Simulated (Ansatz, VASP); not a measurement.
**Two plane-wave programs on Zr**

```xyz
2
Lattice="0.0000 2.9943 2.9943 2.9943 0.0000 2.9943 2.9943 2.9943 0.0000" Properties=species:S:1:pos:R:3 pbc="T T T"
Zr    2.9943    2.9943    2.9943
Zr    4.4915    4.4915    4.4915
```

Alike in both runs: task single point; functional PBEsol; k mesh 6 × 6 × 6; occupations gaussian, width 0.1 eV; no spin polarisation.

|  | VASP | Ansatz |
| --- | --- | --- |
| version | VASP 6.6.1 | Ansatz 0.2.0 |
| potentials or method | VASP PAW PBE potentials, release 64 (Zr_sv), cutoff 500 eV | scalar-relativistic, plane waves, PAW |
| valence electrons in the cell | 24 | 24 |

```tsv
	VASP	Ansatz	Ansatz less VASP
gap on the k mesh at the Fermi level (eV)	none	none	-
pressure (GPa)	4.5	4.3	-0.26
```

VASP's potentials were made for PBE, not for PBEsol. A gap of «none» marks a metal or a gap that the smearing closes.
